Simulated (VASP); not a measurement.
Lu2Ge3: single point with RPBE

The system is Lu2Ge3.

```xyz
5
Lattice="6.8488 0.0000 0.0000 0.0000 2.1635 3.7711 0.0000 -2.1635 3.7711" Properties=species:S:1:pos:R:3 pbc="T T T"
Lu    4.9943    0.0000    0.0003
Lu    1.8545    0.0000    0.0003
Ge    0.0000    0.0000    5.0269
Ge    3.4244    0.0000    2.5129
Ge    0.0000    0.0000    2.5161
```

- Program: VASP 6.6.1
- Task: single point
- Functional: RPBE
- Potentials or basis: VASP PAW PBE potentials, release 64 (Lu, Ge_d)
- Cutoff: 520 eV
- k mesh: 3 × 5 × 5
- Occupations: fermi-dirac, width 0.1 eV
- Spin: no spin polarisation
- Dipole correction: no
- Further INCAR settings: ALGO = Normal; EDIFF = 1e-07; NBANDS = 54

| Quantity | Value |
| --- | --- |
| Pressure | 2.4 GPa |
| Largest force | 0.173 eV/Å |
| Band gap on the k mesh | zero (band 46 reaches 4.76 eV, above the bottom of band 47 at 4.56 eV) |

Forces in eV/Å, atoms in the order of the input:
```
Lu   0.173  0.000  0.002
Lu  -0.173  0.000  0.002
Ge   0.000  0.000 -0.004
Ge   0.000  0.000 -0.013
Ge   0.000  0.000  0.015
```

Stress tensor (GPa, compression positive):
```
3.77 0.00 0.00
0.00 1.63 0.00
0.00 0.00 1.89
```

Levels at points of the mesh, in eV from the Fermi level:
```tsv
k point	band 43	band 44	band 45	band 46	band 47	band 48	band 49	band 50
(0.00, 0.00, 0.00)	-2.96	-0.70	-0.69	-0.17	0.60	0.63	1.22	1.67
```

Run time: 3 min on 1 thread of Oxide Virtual Turin-like Processor, on a shared host, peak memory 0.24 GiB.

Caveat: the PAW data sets were made with another functional, which shifts forces and pressure a little; spin-orbit coupling is left out, which moves the levels of the heavy elements.
